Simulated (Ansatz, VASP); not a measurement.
# ZrC in VASP and in Ansatz

```
C Zr
1.0
     0.00000    2.40040    2.40040
     2.40040    0.00000    2.40040
     2.40040    2.40040    0.00000
C Zr
1 1
Direct
  0.00000 0.00000 0.00000
  0.50000 0.50000 0.50000
```

Alike in both runs: task single point; functional PBE; k mesh 12 × 12 × 12; occupations fermi-dirac, width 0.0517 eV; no spin polarisation.

|  | VASP | Ansatz |
| --- | --- | --- |
| version | VASP 6.6.1 | Ansatz 0.2.0 |
| potentials or method | VASP PAW PBE potentials, release 64 (C, Zr_sv), cutoff 600 eV | PAW plane waves |
| valence electrons in the cell | 16 | 16 |

```tsv
	VASP	Ansatz	Ansatz less VASP
pressure (GPa)	-11.3	-11.4	-0.14
```

The functional is the same, so the differences come from potentials, cutoffs and numerics.
